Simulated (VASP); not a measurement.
# W (Pm-3n) in VASP: notebook

The runs below take W through relaxation of cell and atoms, single point, with PBEsol+D4, PBEsol+D3(BJ).

Program: VASP 6.6.1. These are calculated values, not measurements. Logs are shortened: lines on timing, memory, paths and dates and some standing lists are left out, and cuts for length are marked.

## Step 1: The cell of the first run

Symmetry: Pm-3n, No. 223, cubic system. Conventional cell: a = 5.083 Å, b = 5.083 Å, c = 5.083 Å, α = 90.00°, β = 90.00°, γ = 90.00°. Within 3.4 Å of W (site symmetry -4m2) lie 14 W at 2.54 to 3.11 Å. W (site symmetry m-3) has 12 W at 2.84 Å within 3.7 Å.

## Step 2: Relaxation of cell and atoms, PBEsol+D4

Input file INCAR:

```
ALGO = Fast
EDIFF = 1E-7
EDIFFG = -0.01
ENCUT = 600
GGA = PS
IBRION = 2
ISIF = 3
ISMEAR = -1
IVDW = 13
LASPH = True
LCHARG = False
LREAL = False
LWAVE = False
NELM = 100
NSW = 60
PREC = Accurate
SIGMA = 0.05
```

Input file KPOINTS:

```
k-points
0
Gamma
  5 5 5
```

Input file POSCAR:

```
W
1.0
    5.0830000000      0.0000000000      0.0000000000
    0.0000000000      5.0830000000      0.0000000000
    0.0000000000      0.0000000000      5.0830000000
W
8
Direct
    0.5000000000      0.2500000000      0.0000000000
    0.5000000000      0.7500000000      0.0000000000
    0.7500000000      0.0000000000      0.5000000000
    0.2500000000      0.0000000000      0.5000000000
    0.0000000000      0.5000000000      0.7500000000
    0.0000000000      0.5000000000      0.2500000000
    0.5000000000      0.5000000000      0.5000000000
    0.0000000000      0.0000000000      0.0000000000
```

Potentials or basis: VASP PAW PBE potentials, release 64 (W_sv).

Command:

```sh
$ cat potpaw_PBE.64/W_sv/POTCAR > POTCAR
$ mpirun -np 1 vasp_std > vasp.out
```

OUTCAR:

```text
EDIFF = 1E-7
   EDIFFG = -0.01
   ENCUT = 600
   GGA = PS
   IBRION = 2
   ISIF = 3
   ISMEAR = -1
   IVDW = 13
   LASPH = True
   LREAL = False
   NELM = 100
   NSW = 60
   PREC = Accurate

 ion  position               nearest neighbor table
   1  0.500  0.250  0.000-   2 2.54   2 2.54   8 2.84   7 2.84   7 2.84   8 2.84   4 3.11   3 3.11
                             4 3.11   5 3.11   6 3.11   5 3.11   6 3.11   3 3.11
   2  0.500  0.750  0.000-   1 2.54   1 2.54   8 2.84   7 2.84   7 2.84   8 2.84   4 3.11   3 3.11
                             4 3.11   5 3.11   6 3.11   5 3.11   6 3.11   3 3.11
   3  0.750  0.000  0.500-   4 2.54   4 2.54   8 2.84   8 2.84   7 2.84   7 2.84   1 3.11   1 3.11
                             2 3.11   5 3.11   5 3.11   6 3.11   6 3.11   2 3.11
   4  0.250  0.000  0.500-   3 2.54   3 2.54   8 2.84   8 2.84   7 2.84   7 2.84   1 3.11   1 3.11
                             2 3.11   5 3.11   5 3.11   6 3.11   6 3.11   2 3.11
   5  0.000  0.500  0.750-   6 2.54   6 2.54   8 2.84   7 2.84   8 2.84   7 2.84   3 3.11   4 3.11
                             3 3.11   4 3.11   1 3.11   1 3.11   2 3.11   2 3.11
   6  0.000  0.500  0.250-   5 2.54   5 2.54   8 2.84   7 2.84   8 2.84   7 2.84   3 3.11   4 3.11
                             3 3.11   4 3.11   1 3.11   1 3.11   2 3.11   2 3.11
   7  0.500  0.500  0.500-   1 2.84   2 2.84   3 2.84   4 2.84   5 2.84   6 2.84   1 2.84   2 2.84
                             3 2.84   4 2.84   5 2.84   6 2.84
   8  0.000  0.000  0.000-   1 2.84   2 2.84   3 2.84   4 2.84   5 2.84   6 2.84   3 2.84   4 2.84
                             5 2.84   6 2.84   1 2.84   2 2.84

  LATTYP: Found a simple cubic cell.
 ALAT       =     5.0830000000

  Lattice vectors:

 A1 = (   5.0830000000,   0.0000000000,   0.0000000000)
 A2 = (   0.0000000000,   5.0830000000,   0.0000000000)
 A3 = (   0.0000000000,   0.0000000000,   5.0830000000)

Analysis of symmetry for initial positions (statically):
=====================================================================
 Subroutine PRICEL returns:
 Original cell was already a primitive cell.

 Routine SETGRP: Setting up the symmetry group for a
 simple cubic supercell.

 Subroutine GETGRP returns: Found 48 space group operations
 (whereof 24 operations were pure point group operations)
 out of a pool of 48 trial point group operations.

The static configuration has the point symmetry T_h .
 The point group associated with its full space group is O_h .

Analysis of symmetry for dynamics (positions and initial velocities):
=====================================================================
 Subroutine PRICEL returns:
 Original cell was already a primitive cell.

 Routine SETGRP: Setting up the symmetry group for a
 simple cubic supercell.

 Subroutine GETGRP returns: Found 48 space group operations
 (whereof 24 operations were pure point group operations)
 out of a pool of 48 trial point group operations.

The dynamic configuration has the point symmetry T_h .
 The point group associated with its full space group is O_h .

 Subroutine INISYM returns: Found 48 space group operations
 (whereof 24 operations are pure point group operations),
 and found     1 'primitive' translations

----------------------------------------------------------------------------------------

                                     Primitive cell

  volume of cell :     131.3289

  direct lattice vectors                    reciprocal lattice vectors
     5.083000000  0.000000000  0.000000000     0.196734212  0.000000000  0.000000000
     0.000000000  5.083000000  0.000000000     0.000000000  0.196734212  0.000000000
     0.000000000  0.000000000  5.083000000     0.000000000  0.000000000  0.196734212

  length of vectors
     5.083000000  5.083000000  5.083000000     0.196734212  0.196734212  0.196734212

  position of ions in fractional coordinates (direct lattice)
     0.500000000  0.250000000  0.000000000
     0.500000000  0.750000000  0.000000000
     0.750000000  0.000000000  0.500000000
     0.250000000  0.000000000  0.500000000
     0.000000000  0.500000000  0.750000000
     0.000000000  0.500000000  0.250000000
     0.500000000  0.500000000  0.500000000
     0.000000000  0.000000000  0.000000000

  ion indices of the primitive-cell ions
   primitive index   ion index
                 1           1
                 2           2
                 3           3
                 4           4
                 5           5
                 6           6
                 7           7
                 8           8

----------------------------------------------------------------------------------------

 KPOINTS: k-points

Automatic generation of k-mesh.
 Grid dimensions read from file:
 generate k-points for:    5    5    5

 Generating k-lattice:

  Cartesian coordinates                     Fractional coordinates (reciprocal lattice)
     0.039346842  0.000000000  0.000000000     0.200000000  0.000000000  0.000000000
     0.000000000  0.039346842  0.000000000     0.000000000  0.200000000  0.000000000
     0.000000000  0.000000000  0.039346842     0.000000000  0.000000000  0.200000000

  Length of vectors
     0.039346842  0.039346842  0.039346842

  Shift w.r.t. Gamma in fractional coordinates (k-lattice)
     0.000000000  0.000000000  0.000000000

 Subroutine IBZKPT returns following result:
 ===========================================

 Found     10 irreducible k-points:

 Following reciprocal coordinates:
            Coordinates               Weight
  0.000000  0.000000  0.000000      1.000000
  0.200000  0.000000  0.000000      6.000000
  0.400000  0.000000  0.000000      6.000000
  0.200000  0.200000  0.000000     12.000000
  0.400000  0.200000  0.000000     24.000000
  0.400000  0.400000  0.000000     12.000000
  0.200000  0.200000  0.200000      8.000000
  0.400000  0.200000  0.200000     24.000000
  0.400000  0.400000  0.200000     24.000000
  0.400000  0.400000  0.400000      8.000000
   k-points           NKPTS =     10   k-points in BZ     NKDIM =     10   number of bands    NBANDS=     67
   number of dos      NEDOS =    301   number of ions     NIONS =      8
   total plane-waves  NPLWV =  74088
   dimension x,y,z NGX =    42 NGY =   42 NGZ =   42
   dimension x,y,z NGXF=    84 NGYF=   84 NGZF=   84
   ions per type =               8
   NGX,Y,Z   is equivalent  to a cutoff of  13.74, 13.74, 13.74 a.u.
   NGXF,Y,Z  is equivalent  to a cutoff of  27.47, 27.47, 27.47 a.u.
 SYSTEM =  unknown system
   PREC   = accura    normal or accurate (medium, high low for compatibility)
   ISTART =      0    job   : 0-new  1-cont  2-samecut
   ICHARG =      2    charge: 1-file 2-atom 10-const
   ISPIN  =      1    spin polarized calculation?
   LNONCOLLINEAR =      F non collinear calculations
   LSORBIT =      F    spin-orbit coupling
   LASPH  =      T    aspherical Exc in radial PAW
   ENCUT  =  600.0 eV  44.10 Ry    6.64 a.u.  10.15 10.15 10.15*2*pi/ulx,y,z
   NELM   =    100;   NELMIN=  2; NELMDL= -5     # of ELM steps
   EDIFF  = 0.1E-06   stopping-criterion for ELM
   LREAL  =      F    real-space projection
   EDIFFG = -.1E-01   stopping-criterion for IOM
   NSW    =     60    number of steps for IOM
   IBRION =      2    ionic relax: 0-MD 1-quasi-New 2-CG
   NFREE  =      1    steps in history (QN), initial steepest desc. (CG)
   ISIF   =      3    stress and relaxation
   ISYM   =      2    0-nonsym 1-usesym 2-fastsym
   POTIM  = 0.5000    time-step for ionic-motion
   TEBEG  =    0.0;   TEEND  =   0.0 temperature during run
   PSTRESS=    0.0 pullay stress
   NELECT =     112.0000    total number of electrons
   NUPDOWN=      -1.0000    fix difference up-down
   EMIN   =  10.00;   EMAX   =-10.00  energy-range for DOS
   EFERMI =   0.00;   METHOD = LEGACY
   ISMEAR =    -1;   SIGMA  =   0.05  broadening in eV -4-tet -1-fermi 0-gaus
   EFERMI_NEDOS =   21; number of points for ismear=-14 and -15
   IALGO  =     68    algorithm
   IMIX   =      4    mixing-type and parameters
     AMIX     =   0.40;   BMIX     =  1.00
     AMIX_MAG =   1.60;   BMIX_MAG =  1.00
  volume/ion in A,a.u.               =      16.42       110.78
  Fermi-wavevector in a.u.,A,eV,Ry     =   1.552485  2.933771 32.792891  2.410209
  Thomas-Fermi vector in A             =   2.656853
   LORBIT       =      0    0 simple, 1 ext, 2 COOP (PROOUT), +10 PAW based schemes
   GGA     = PS    functional components
   LHFCALC =     F    Hartree Fock is set to
   AEXX    =    0.0000 exact exchange contribution
   IVDW    =    13    specifies the selected vdW correction
   LEPSILON=     F    determine dielectric tensor
   LRPA    =     F    only Hartree local field effects (RPA)
 conjugate gradient relaxation of ions
 non-spin polarized calculation
 RMM-DIIS sequential band-by-band and
  energy-cutoff  :      600.00
  volume of cell :      131.33
 maximum number of plane-waves:      4400
 NGX is ok and might be reduce to    42
   NGX = 21   NGY = 21   NGZ = 21

--------------------------------------- Ionic step        1  -------------------------------------------

 number of electron     111.9999982 magnetization

 Free energy of the ion-electron system (eV)
  ---------------------------------------------------
  ext. energy  EPLUGINS =         0.00000000
  ---------------------------------------------------
  free energy    TOTEN  =      -109.58628022 eV

  energy without entropy =     -109.56430013  energy(sigma->0) =     -109.57529018

------------------------ aborting loop because EDIFF is reached ----------------------------------------

  DFT-D4 for vdW energy calculation

  Edisp (eV):   -3.25973

  FORCE on cell =-STRESS in cart. coord.  units (eV):
  Direction    XX          YY          ZZ          XY          YZ          ZX
  --------------------------------------------------------------------------------------
  -------------------------------------------------------------------------------------
  Total      -9.96593    -9.96593    -9.96593    -0.00000     0.00000     0.00000
  in kB    -121.58168  -121.58168  -121.58168    -0.00000     0.00000     0.00000
  external pressure =     -121.58 kB  Pullay stress =        0.00 kB
[... 257 lines left out ...]
  energy  without entropy=     -113.0290995162  energy(sigma->0) =     -113.03907230

--------------------------------------- Ionic step        7  -------------------------------------------

 number of electron     111.9999978 magnetization

 Free energy of the ion-electron system (eV)
  ---------------------------------------------------
  ext. energy  EPLUGINS =         0.00000000
  ---------------------------------------------------
  free energy    TOTEN  =      -109.66755393 eV

  energy without entropy =     -109.64765508  energy(sigma->0) =     -109.65760451

 E-fermi :  11.0807     XC(G=0): -13.7741

 val. band max:       10.9880758971   @ k =   0.2000   0.0000   0.0000
 cond. band min:      11.1152307254   @ k =   0.4000   0.0000   0.0000
 fundamental gap:      0.1271548283
 Fermi energy:        11.0806985649

 k-point     1 :       0.0000    0.0000    0.0000
  band No.  band energies     occupation
      1     -62.8324      2.00000
      2     -62.7784      2.00000
      3     -62.7784      2.00000
      4     -62.6222      2.00000
      5     -62.6222      2.00000
      6     -62.6222      2.00000
[... 728 lines left out ...]
  FREE ENERGIE OF THE ION-ELECTRON SYSTEM (eV)
  ---------------------------------------------------
  free  energy   TOTEN  =      -113.0491975055 eV

  energy  without entropy=     -113.0292986527  energy(sigma->0) =     -113.03924808

 reached required accuracy - stopping structural energy minimisation
```

It took 12 min on 1 thread of Intel Xeon Platinum 8259CL at 2.50GHz (Skylake/Cascade Lake), shared host; peak memory 0.31 GiB.

Results:

- Free energy: -113.0492 eV
- Relaxed volume: 15.77 Å³/atom
- Relaxed cell: a = 5.015 Å, b = 5.015 Å, c = 5.015 Å, α = 90.00°, β = 90.00°, γ = 90.00°
- Space group after relaxing (to 0.1 Å): Pm-3n (No. 223)
- Energy gained by relaxing: 25.4 meV/atom
- Ionic steps: 7
- Pressure after relaxing: 0.0 GPa
- Band gap on the k mesh: zero (bands 56 and 57 overlap by 0.58 eV)
- Dispersion energy per atom: -0.423 eV

The path:
| step | energy change (eV) | largest force (eV/Å) | pressure (GPa) | volume (Å³) |
| --- | --- | --- | --- | --- |
| 1 | 0.0000 | 0.0000 | -12.16 | 131.33 |
| 2 | 2.8759 | 0.0000 | 65.28 | 109.05 |
| 3 | -0.2022 | 0.0000 | -0.89 | 126.50 |
| 4 | -0.2032 | 0.0000 | -0.12 | 126.22 |
| 5 | -0.2030 | 0.0000 | 0.12 | 126.12 |
| 6 | -0.2030 | 0.0000 | -0.38 | 126.30 |
| 7 | -0.2032 | 0.0000 | 0.02 | 126.16 |

Final structure:
```
W
1.0
     5.01543    0.00000    0.00000
     0.00000    5.01543    0.00000
     0.00000    0.00000    5.01543
W
8
Direct
  0.50000 0.25000 0.00000
  0.50000 0.75000 0.00000
  0.75000 0.00000 0.50000
  0.25000 0.00000 0.50000
  0.00000 0.50000 0.75000
  0.00000 0.50000 0.25000
  0.50000 0.50000 0.50000
  0.00000 0.00000 0.00000
```

Levels at points of the mesh, in eV from the Fermi level:
| k point | band 53 | band 54 | band 55 | band 56 | band 57 | band 58 | band 59 | band 60 |
| --- | --- | --- | --- | --- | --- | --- | --- | --- |
| (0.00, 0.00, 0.00) | -1.49 | -1.49 | -0.48 | -0.48 | -0.48 | 1.71 | 1.71 | 1.71 |

Caveat: the PAW data sets were made with another functional, which shifts forces and pressure a little; spin-orbit coupling is left out, which moves the levels of the heavy elements.

(Part 1 of 2 ends here.)

The gap in the log of VASP goes by the Fermi energy; the results here count the filled bands.